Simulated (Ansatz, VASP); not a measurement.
# One calculation of SnSe2, two programs

The input POSCAR:

```
SnSe2
1.0
    3.8251638350      0.0000000000      0.0000000000
   -1.9125819175      3.3126890547      0.0000000000
    0.0000000000      0.0000000000      5.8758502116
Sn Se
1 2
Direct
    0.0000000000      0.0000000000      0.0000000000
    0.3333333333      0.6666666667      0.2660809165
    0.6666666667      0.3333333333      0.7339190835
```

INCAR.step1

```
ALGO = Normal
EDIFF = 1E-4
ENCUT = 520
GGA = PE
ISMEAR = 0
LASPH = True
LCHARG = False
LREAL = False
LWAVE = True
NBANDS = 20
NELM = 80
PREC = Accurate
SIGMA = 0.01
```

File INCAR.step2:

```
ALGO = Normal
EDIFF = 1E-7
ENCUT = 520
ISIF = 2
ISMEAR = 0
ISTART = 1
LASPH = True
LCHARG = True
LELF = True
LMIXTAU = True
LREAL = False
LVHAR = True
LWAVE = False
METAGGA = R2SCAN
NBANDS = 20
NELM = 80
PREC = Accurate
SIGMA = 0.01
```

KPOINTS

```
k-points
0
Gamma
  12 12 4
```

Input for Ansatz:

```yaml
crystal:
  lattice:
    - [3.825163835, 0.0, 0.0]
    - [-1.9125819175, 3.3126890547, 0.0]
    - [0.0, 0.0, 5.8758502116]
  atoms:
    - { symbol: Sn, position: [0.0, 0.0, 0.0] }
    - { symbol: Se, position: [0.3333333333, 0.6666666667, 0.2660809165] }
    - { symbol: Se, position: [0.6666666667, 0.3333333333, 0.7339190835] }
kpoints:
  mp_grid: { grid: [12, 12, 4] }
  band_path:
    path:
      - [0.0, 0.0, 0.0]
      - [0.5, 0.0, 0.0]
      - [0.3333333333, 0.3333333333, 0.0]
      - [0.0, 0.0, 0.5]
      - [0.5, 0.0, 0.5]
      - [0.3333333333, 0.3333333333, 0.5]
      - [-0.067708, 0.135417, 0.0]
      - [0.0, 0.427083, 0.333333]
    npoints: 1
hamiltonian:
  xc: r2scan
scf:
  occupations: { method: fixed }
  n_extra_bands: 4
output:
  forces: true
  stress: true
  eigenvalues: true
```

Change from the starting cell: uniaxial_z strain -5.6%.

Alike in both runs: task single point; functional r2SCAN; k mesh 12 × 12 × 4; no spin polarisation.

|  | VASP | Ansatz |
| --- | --- | --- |
| version | VASP 6.6.1 | Ansatz 0.2.0 |
| potentials or method | VASP PAW PBE potentials, release 64 (Sn_d, Se) | plane waves, PAW |
| plane-wave cutoff (eV) | 520 | 500 |
| occupations | gaussian, width 0.01 eV | fixed |
| valence electrons in the cell | 26 | 46 |

Ansatz gave:

```
gap on the k mesh at the Fermi level (eV)                     : 0.71
pressure (GPa)                                                : 2.5
traceless stress, the component that is largest in VASP (GPa) : 0.74
rms of the force components (eV/Å)                            : 0.018
```

Problem. Estimate VASP's values.

Solution. gap on the k mesh at the Fermi level (eV): 0.71; pressure (GPa): 2.6; traceless stress, the component that is largest in VASP (GPa): 0.74; rms of the force components (eV/Å): 0.012.

VASP's potentials were made for PBE, not for r2SCAN. Atom by atom the forces differ by 0.007 eV/Å (rms over components). VASP's potentials hold 26 valence electrons a cell and Ansatz's 46, so a difference there can come from the potentials and not from the codes.
